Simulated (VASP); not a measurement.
# O (Fm-3m) in VASP: notebook

The runs below take O through single point, with PBEsol.

Everything below comes from runs of VASP 6.6.1. Logs are shortened: lines on timing, memory, paths and dates and some standing lists are left out, and cuts for length are marked.

## Step 1: The cell of the first run

It takes space group Fm-3m (No. 225, cubic). Conventional cell: a = 2.944 Å, b = 2.944 Å, c = 2.944 Å, α = 90.00°, β = 90.00°, γ = 90.00°. Within 2.8 Å of O (site symmetry m-3m) lie 12 O at 2.08 Å.

## Step 2: Single point, PBEsol (volume scaled by 0.85)

Input file INCAR:

```
PREC = Accurate
ENCUT = 520
EDIFF = 1E-6
ISMEAR = -1
SIGMA = 0.08
LREAL = F
LASPH = T
NELM = 60
ALGO = Normal
ISIF = 2
LWAVE = F
LCHARG = F
GGA = PS
NBANDS = 9
```

Input file KPOINTS:

```
regular mesh
0
Gamma
  18 18 18
```

Input file POSCAR:

```
O
1.0
    0.0000000000      1.4720390693      1.4720390693
    1.4720390693      0.0000000000      1.4720390693
    1.4720390693      1.4720390693      0.0000000000
O
1
Direct
    0.0000000000      0.0000000000      0.0000000000
```

Potentials or basis: VASP PAW PBE potentials, release 64 (O).

Run with:

```bash
> cat potpaw_PBE.64/O/POTCAR > POTCAR
> mpirun -np 1 vasp_std > vasp.out
```

OUTCAR:

```text
PREC = Accurate
   ENCUT = 520
   EDIFF = 1E-6
   ISMEAR = -1
   LREAL = F
   LASPH = T
   NELM = 60
   ISIF = 2
   GGA = PS

 ion  position               nearest neighbor table
   1  0.000  0.000  0.000-

  LATTYP: Found a face centered cubic cell.
 ALAT       =     2.9440781386

  Lattice vectors:

 A1 = (   0.0000000000,   1.4720390693,   1.4720390693)
 A2 = (   1.4720390693,   0.0000000000,   1.4720390693)
 A3 = (   1.4720390693,   1.4720390693,   0.0000000000)

Analysis of symmetry for initial positions (statically):
=====================================================================
 Subroutine PRICEL returns:
 Original cell was already a primitive cell.

 Routine SETGRP: Setting up the symmetry group for a
 face centered cubic supercell.

 Subroutine GETGRP returns: Found 48 space group operations
 (whereof 48 operations were pure point group operations)
 out of a pool of 48 trial point group operations.

The static configuration has the point symmetry O_h .

Analysis of symmetry for dynamics (positions and initial velocities):
=====================================================================
 Subroutine PRICEL returns:
 Original cell was already a primitive cell.

 Routine SETGRP: Setting up the symmetry group for a
 face centered cubic supercell.

 Subroutine GETGRP returns: Found 48 space group operations
 (whereof 48 operations were pure point group operations)
 out of a pool of 48 trial point group operations.

The dynamic configuration has the point symmetry O_h .

 Subroutine INISYM returns: Found 48 space group operations
 (whereof 48 operations are pure point group operations),
 and found     1 'primitive' translations

----------------------------------------------------------------------------------------

                                     Primitive cell

  volume of cell :       6.3795

  direct lattice vectors                    reciprocal lattice vectors
     0.000000000  1.472039069  1.472039069    -0.339664898  0.339664898  0.339664898
     1.472039069  0.000000000  1.472039069     0.339664898 -0.339664898  0.339664898
     1.472039069  1.472039069  0.000000000     0.339664898  0.339664898 -0.339664898

  length of vectors
     2.081777616  2.081777616  2.081777616     0.588316861  0.588316861  0.588316861

  position of ions in fractional coordinates (direct lattice)
     0.000000000  0.000000000  0.000000000

  ion indices of the primitive-cell ions
   primitive index   ion index
                 1           1
[... 69 lines left out ...]
   LASPH  =      T    aspherical Exc in radial PAW
   ENCUT  =  520.0 eV  38.22 Ry    6.18 a.u.   3.87  3.87  3.87*2*pi/ulx,y,z
   NELM   =     60;   NELMIN=  2; NELMDL= -5     # of ELM steps
   EDIFF  = 0.1E-05   stopping-criterion for ELM
   LREAL  =      F    real-space projection
   EDIFFG = 0.1E-04   stopping-criterion for IOM
   NSW    =      0    number of steps for IOM
   IBRION =     -1    ionic relax: 0-MD 1-quasi-New 2-CG
   NFREE  =      0    steps in history (QN), initial steepest desc. (CG)
   ISIF   =      2    stress and relaxation
   ISYM   =      2    0-nonsym 1-usesym 2-fastsym
   POTIM  = 0.5000    time-step for ionic-motion
   TEBEG  =    0.0;   TEEND  =   0.0 temperature during run
   PSTRESS=    0.0 pullay stress
   NELECT =       6.0000    total number of electrons
   NUPDOWN=      -1.0000    fix difference up-down
   EMIN   =  10.00;   EMAX   =-10.00  energy-range for DOS
   EFERMI =   0.00;   METHOD = LEGACY
   ISMEAR =    -1;   SIGMA  =   0.08  broadening in eV -4-tet -1-fermi 0-gaus
   EFERMI_NEDOS =   21; number of points for ismear=-14 and -15
   IALGO  =     38    algorithm
   IMIX   =      4    mixing-type and parameters
     AMIX     =   0.40;   BMIX     =  1.00
     AMIX_MAG =   1.60;   BMIX_MAG =  1.00
  volume/ion in A,a.u.               =       6.38        43.05
  Fermi-wavevector in a.u.,A,eV,Ry     =   1.603969  3.031061 35.003924  2.572716
  Thomas-Fermi vector in A             =   2.700548
   LORBIT       =      0    0 simple, 1 ext, 2 COOP (PROOUT), +10 PAW based schemes
   GGA     = PS    functional components
   LHFCALC =     F    Hartree Fock is set to
   AEXX    =    0.0000 exact exchange contribution
   IVDW    =     0    specifies the selected vdW correction
   LEPSILON=     F    determine dielectric tensor
   LRPA    =     F    only Hartree local field effects (RPA)
 non-spin polarized calculation
  energy-cutoff  :      520.00
  volume of cell :        6.38
 maximum number of plane-waves:       182
   NGX =  7   NGY =  7   NGZ =  7

 number of electron       5.9999998 magnetization

 Free energy of the ion-electron system (eV)
  ---------------------------------------------------
  ext. energy  EPLUGINS =         0.00000000
  ---------------------------------------------------
  free energy    TOTEN  =        -2.53714839 eV

  energy without entropy =       -2.51814767  energy(sigma->0) =       -2.52764803

 E-fermi :   4.9598     XC(G=0): -13.7012

 val. band max:        4.9593253114   @ k =   0.5000   0.2778   0.0556
 cond. band min:       4.9695169425   @ k =  -0.2778   0.3333   0.1111
 fundamental gap:      0.0101916311
 Fermi energy:         4.9597998370

 k-point     1 :       0.0000    0.0000    0.0000
  band No.  band energies     occupation
      1     -18.8794      2.00000
      2       7.5276      0.00000
      3       7.5276      0.00000
      4       7.5276      0.00000
      5      27.4858      0.00000
      6      42.2036      0.00000
      7      42.2036      0.00000
      8      42.2036      0.00000
      9      47.3656      0.00000
[... 265 lines left out ...]
 k-point    24 :      -0.2222    0.0556    0.0000
  band No.  band energies     occupation
      1     -16.6747      2.00000
      2       2.6742      2.00000
      3       6.5518      0.00000
      4       7.1400      0.00000
      5      29.4279      0.00000
      6      34.2113      0.00000
      7      41.0130      0.00000
      8      42.5836      0.00000
      9      48.9870      0.00000

 [... further k-points ...]
[... 5 lines left out ...]
  --------------------------------------------------------------------------------------
  -------------------------------------------------------------------------------------
  Total        1.5987924      1.5987924      1.5987924     -0.0000000     -0.0000000      0.0000000
  in kB      401.5269017    401.5269017    401.5269017     -0.0000000     -0.0000000      0.0000000
  external PRESSURE =     401.5269017 kB  Pullay stress =       0.0000000 kB

 VOLUME and BASIS-vectors are now :
 -----------------------------------------------------------------------------
  energy-cutoff  :      520.00
  volume of cell :        6.38
      direct lattice vectors                 reciprocal lattice vectors
     0.000000000  1.472039069  1.472039069    -0.339664898  0.339664898  0.339664898
     1.472039069  0.000000000  1.472039069     0.339664898 -0.339664898  0.339664898
     1.472039069  1.472039069  0.000000000     0.339664898  0.339664898 -0.339664898

 POSITION                                       TOTAL-FORCE (eV/Angst)
 -----------------------------------------------------------------------------------
      0.00000      0.00000      0.00000         0.000000      0.000000      0.000000
 -----------------------------------------------------------------------------------
    total drift:                               -0.000000      0.000000      0.000000

  FREE ENERGIE OF THE ION-ELECTRON SYSTEM (eV)
  ---------------------------------------------------
  free  energy   TOTEN  =        -2.5371483923 eV

  energy  without entropy=       -2.5181476704  energy(sigma->0) =       -2.52764803
```

stdout:

```text
POSCAR found type information on POSCAR O
 POSCAR found :  1 types and       1 ions
 scaLAPACK will be used
 -----------------------------------------------------------------------------
|                                                                             |
|                                                                             |
|     You enforced a specific xc type in the INCAR file but a different       |
|     I HOPE YOU KNOW WHAT YOU ARE DOING!                                     |
|                                                                             |
 -----------------------------------------------------------------------------

 LDA part: xc-table for (Slater+PW92), standard interpolation
 POSCAR, INCAR and KPOINTS ok, starting setup
 FFT: planning ... GRIDC
 FFT: planning ... GRID_SOFT
 FFT: planning ... GRID
 WAVECAR not read
 entering main loop
```

Run time: 9.5 s. Hardware: 1 thread of AMD EPYC 7R43 (Zen 3), shared host; peak memory 0.08 GiB.

Results:

```yaml
Free_energy: -2.5371 eV
Pressure: 40.2 GPa
Band_gap_on_the_k_mesh: zero (band 3 reaches 7.53 eV, above the bottom of band 4 at 2.73 eV)
```

Levels at points of the mesh, in eV from the Fermi level:
```csv
k point,band 1,band 2,band 3,band 4,band 5,band 6
"(0.00, 0.00, 0.00)",-23.84,2.57,2.57,2.57,22.53,37.24
"(0.50, 0.00, 0.00)",-17.59,-9.07,1.48,1.48,24.04,28.33
"(0.50, 0.50, 0.00)",-15.41,-7.63,-1.02,-1.02,17.41,22.39
```

Caveat: the cell differs from its parent crystal (volume scaled by 0.85); the PAW data sets were made with another functional, which shifts forces and pressure a little.

## Step 3: Single point, PBEsol (volume scaled by 0.95)

Input file INCAR:

```
ALGO = Normal
EDIFF = 1E-6
ENCUT = 520
GGA = PS
ISIF = 2
ISMEAR = -1
LASPH = T
LCHARG = F
LREAL = F
LWAVE = F
NBANDS = 9
NELM = 80
PREC = Accurate
SIGMA = 0.08
```

Input file KPOINTS:

```
k-points
0
Gamma
  18 18 18
```

Input file POSCAR:

```
O
1.0
    0.0000000000      1.5276395607      1.5276395607
    1.5276395607      0.0000000000      1.5276395607
    1.5276395607      1.5276395607      0.0000000000
O
1
Direct
    0.0000000000      0.0000000000      0.0000000000
```

Potentials or basis: VASP PAW PBE potentials, release 64 (O).

Run with:

```bash
> cat potpaw_PBE.64/O/POTCAR > POTCAR
> mpirun -np 1 vasp_std > vasp.out
```

It took 13 s on 1 thread of AMD EPYC 7R43 (Zen 3), shared host; peak memory 0.08 GiB.

Results (log left out):

```yaml
Free_energy: -2.6500 eV
Pressure: 9.4 GPa
Band_gap_on_the_k_mesh: zero (band 3 reaches 5.54 eV, above the bottom of band 4 at 1.49 eV)
```

Levels at points of the mesh, in eV from the Fermi level:
```csv
k point,band 1,band 2,band 3,band 4,band 5,band 6,band 7
"(0.00, 0.00, 0.00)",-22.37,2.20,2.20,2.20,20.13,35.77,35.77
"(0.50, 0.00, 0.00)",-17.15,-7.86,1.27,1.27,22.64,26.42,33.16
"(0.50, 0.50, 0.00)",-15.37,-6.61,-0.87,-0.87,17.08,22.00,31.48
```

Caveat: the cell differs from its parent crystal (volume scaled by 0.95); the PAW data sets were made with another functional, which shifts forces and pressure a little.

## Step 4: Single point, PBEsol (volume scaled by 0.95)

Input file INCAR:

```
SYSTEM = O
PREC     = Accurate       ! precision mode
ENCUT    = 520            ! plane-wave cutoff, eV
EDIFF    = 1E-7           ! SCF threshold, eV
ISMEAR   = -1             ! smearing method
SIGMA    = 0.08           ! smearing width, eV
LREAL    = .False.        ! projectors in reciprocal space
LASPH    = .True.         ! aspherical terms in the spheres
NELM     = 100            ! most SCF steps
ALGO     = Normal         ! electronic algorithm
ISIF     = 2              ! what is computed and relaxed
LWAVE    = .False.        ! write WAVECAR
LCHARG   = .False.        ! write CHGCAR
GGA      = PS             ! functional
NBANDS   = 9              ! bands
```

Input file KPOINTS:

```
Automatic mesh
0
Gamma
  18 18 18
  0 0 0
```

POSCAR is that of step 3.

Run with:

```bash
> cat potpaw_PBE.64/O/POTCAR > POTCAR
> mpirun -np 1 vasp_std > vasp.out
```

Wall time 10 s (1 thread of AMD EPYC 7R43 (Zen 3), shared host); peak memory 0.07 GiB.

The run converged. Its results:

* Free energy: -2.6500 eV
* Pressure: 9.4 GPa
* Band gap on the k mesh: zero (band 3 reaches 5.54 eV, above the bottom of band 4 at 1.49 eV)

Levels at points of the mesh, in eV from the Fermi level:
| k point | band 1 | band 2 | band 3 | band 4 | band 5 | band 6 | band 7 |
| --- | --- | --- | --- | --- | --- | --- | --- |
| (0.00, 0.00, 0.00) | -22.37 | 2.20 | 2.20 | 2.20 | 20.13 | 35.77 | 35.77 |
| (0.50, 0.00, 0.00) | -17.15 | -7.86 | 1.27 | 1.27 | 22.64 | 26.42 | 33.16 |
| (0.50, 0.50, 0.00) | -15.37 | -6.61 | -0.87 | -0.87 | 17.08 | 22.00 | 31.48 |

Caveat: the cell differs from its parent crystal (volume scaled by 0.95); the PAW data sets were made with another functional, which shifts forces and pressure a little.

## Step 5: Single point, PBEsol

This run uses another cell than the first one, of 7.51 Å³/atom, 1.176 times its volume.

Input file INCAR:

```
PREC = Accurate
ENCUT = 520
EDIFF = 1E-6
ISMEAR = -1
SIGMA = 0.08
LREAL = False
LASPH = True
NELM = 60
ALGO = Normal
ISIF = 2
LWAVE = False
LCHARG = True
GGA = PS
LELF = True
LVHAR = True
NBANDS = 9
```

Input file KPOINTS:

```
regular mesh
0
Gamma
  18 18 18
```

Input file POSCAR:

```
O
1.0
    0.0000000000      1.5539833508      1.5539833508
    1.5539833508      0.0000000000      1.5539833508
    1.5539833508      1.5539833508      0.0000000000
O
1
Direct
    0.0000000000      0.0000000000      0.0000000000
```

Potentials or basis: VASP PAW PBE potentials, release 64 (O).

Run with:

```bash
> cat potpaw_PBE.64/O/POTCAR > POTCAR
> mpirun -np 1 vasp_std > vasp.out
```

OUTCAR:

```text
PREC = Accurate
   ENCUT = 520
   EDIFF = 1E-6
   ISMEAR = -1
   LREAL = False
   LASPH = True
   NELM = 60
   ISIF = 2
   GGA = PS

 ion  position               nearest neighbor table
   1  0.000  0.000  0.000-

  LATTYP: Found a face centered cubic cell.
 ALAT       =     3.1079667016

  Lattice vectors:

 A1 = (   0.0000000000,   1.5539833508,   1.5539833508)
 A2 = (   1.5539833508,   0.0000000000,   1.5539833508)
 A3 = (   1.5539833508,   1.5539833508,   0.0000000000)

Analysis of symmetry for initial positions (statically):
=====================================================================
 Subroutine PRICEL returns:
 Original cell was already a primitive cell.

 Routine SETGRP: Setting up the symmetry group for a
 face centered cubic supercell.

 Subroutine GETGRP returns: Found 48 space group operations
 (whereof 48 operations were pure point group operations)
 out of a pool of 48 trial point group operations.

The static configuration has the point symmetry O_h .

Analysis of symmetry for dynamics (positions and initial velocities):
[... 154 lines left out ...]
  energy without entropy =       -2.63888870  energy(sigma->0) =       -2.65012608

 E-fermi :   2.6505     XC(G=0): -12.7410

 val. band max:        2.6500594411   @ k =   0.4444   0.3333   0.1111
 cond. band min:       2.6651184404   @ k =   0.5000   0.2778   0.0556
 fundamental gap:      0.0150589993
 Fermi energy:         2.6504742663

 k-point     1 :       0.0000    0.0000    0.0000
  band No.  band energies     occupation
      1     -19.1127      2.00000
      2       4.6891      0.00000
      3       4.6891      0.00000
      4       4.6891      0.00000
      5      21.7851      0.00000
      6      37.7600      0.00000
      7      37.7600      0.00000
      8      37.7600      0.00000
      9      42.4451      0.00000
[... 265 lines left out ...]
 k-point    24 :      -0.2222    0.0556    0.0000
  band No.  band energies     occupation
      1     -17.3112      2.00000
      2       0.5833      2.00000
      3       3.9189      0.00000
      4       4.3782      0.00000
      5      24.0184      0.00000
      6      30.1295      0.00000
      7      36.5317      0.00000
      8      38.0921      0.00000
      9      43.7979      0.00000

 [... further k-points ...]
[... 5 lines left out ...]
  --------------------------------------------------------------------------------------
  -------------------------------------------------------------------------------------
  Total       -0.0240829     -0.0240829     -0.0240829     -0.0000000     -0.0000000     -0.0000000
  in kB       -5.1410419     -5.1410419     -5.1410419     -0.0000000     -0.0000000     -0.0000000
  external PRESSURE =      -5.1410419 kB  Pullay stress =       0.0000000 kB

 VOLUME and BASIS-vectors are now :
 -----------------------------------------------------------------------------
  energy-cutoff  :      520.00
  volume of cell :        7.51
      direct lattice vectors                 reciprocal lattice vectors
     0.000000000  1.553983351  1.553983351    -0.321753769  0.321753769  0.321753769
     1.553983351  0.000000000  1.553983351     0.321753769 -0.321753769  0.321753769
     1.553983351  1.553983351  0.000000000     0.321753769  0.321753769 -0.321753769

 POSITION                                       TOTAL-FORCE (eV/Angst)
 -----------------------------------------------------------------------------------
      0.00000      0.00000      0.00000         0.000000      0.000000     -0.000000
 -----------------------------------------------------------------------------------
    total drift:                                0.000000      0.000000      0.000000

  FREE ENERGIE OF THE ION-ELECTRON SYSTEM (eV)
  ---------------------------------------------------
  free  energy   TOTEN  =        -2.6613634561 eV

  energy  without entropy=       -2.6388886969  energy(sigma->0) =       -2.65012608
```

Wall time 10 s (1 thread of AMD EPYC 7R43 (Zen 3), shared host); peak memory 0.08 GiB.

Results:

* Free energy: -2.6614 eV
* Pressure: -0.5 GPa
* Band gap on the k mesh: zero (band 3 reaches 4.69 eV, above the bottom of band 4 at 0.95 eV)

Levels at points of the mesh, in eV from the Fermi level:
```
           k point  band 1  band 2  band 3  band 4  band 5  band 6  band 7  band 8
(0.00, 0.00, 0.00)  -21.76    2.04    2.04    2.04   19.13   35.11   35.11   35.11
(0.50, 0.00, 0.00)  -16.97   -7.35    1.17    1.17   22.04   25.58   32.59   32.59
(0.50, 0.50, 0.00)  -15.35   -6.19   -0.81   -0.81   16.93   21.81   30.40   40.91
```

Caveat: the PAW data sets were made with another functional, which shifts forces and pressure a little.

## Step 6: Overview

| cell | gap on the mesh (eV) | pressure (GPa) |
| --- | --- | --- |
| a = 2.082 Å, angles 60.0°, 1 atom | none | 40.2 |
| a = 2.160 Å, angles 60.0°, 1 atom | none | 9.4 |
| a = 2.198 Å, angles 60.0°, 1 atom | none | -0.5 |

Alike in all rows: task single point; level PBEsol; potentials or basis VASP PAW PBE potentials, release 64 (O); no spin polarisation; k mesh 18 × 18 × 18; cutoff (eV) 520; smearing fermi-dirac 0.08 eV.

Caveats: the PAW data sets were made with another functional, which shifts forces and pressure a little.

Absolute energies hang on the potentials; compare differences alone.
